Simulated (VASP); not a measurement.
# Ni: single point with LDA

Crystal: Ni.

```xyz
2
Lattice="2.4480 0.0000 0.0000 -1.2240 2.1200 0.0000 0.0000 0.0000 4.0728" Properties=species:S:1:pos:R:3 pbc="T T T"
Ni    0.0000    1.4134    1.0182
Ni    1.2240    0.7067    3.0546
```

```json
{"Program": "VASP 6.6.1", "Task": "single point", "Functional": "LDA", "Potentials or basis": "VASP PAW LDA potentials, release 64 (Ni)", "Cutoff": "520 eV", "k mesh": "6 × 6 × 3", "Occupations": "fermi-dirac, width 0.2 eV", "Spin": "collinear spin, zero start", "Starting moments": "[0.0, 0.0] μB", "Fixed moment": "0 μB"}
```

| Property | Result |
| --- | --- |
| Pressure | -10.6 GPa |
| Net moment | 0.00 μB per cell |
| Valence electrons inside the program's atomic spheres | Ni 9.38 |

Stress tensor (GPa, compression positive):
```
 -9.69   0.00   0.00
  0.00  -9.69   0.00
  0.00   0.00 -12.28
```

It took 9.3 s on 1 thread of Intel(R) Xeon(R) Platinum 8259CL CPU @ 2.50GHz (Skylake/Cascade Lake) (shared host), peak memory 0.13 GiB.

Caveat: the k points lie up to 0.51 Å⁻¹ apart; the total moment is fixed, so each spin has its own Fermi level.
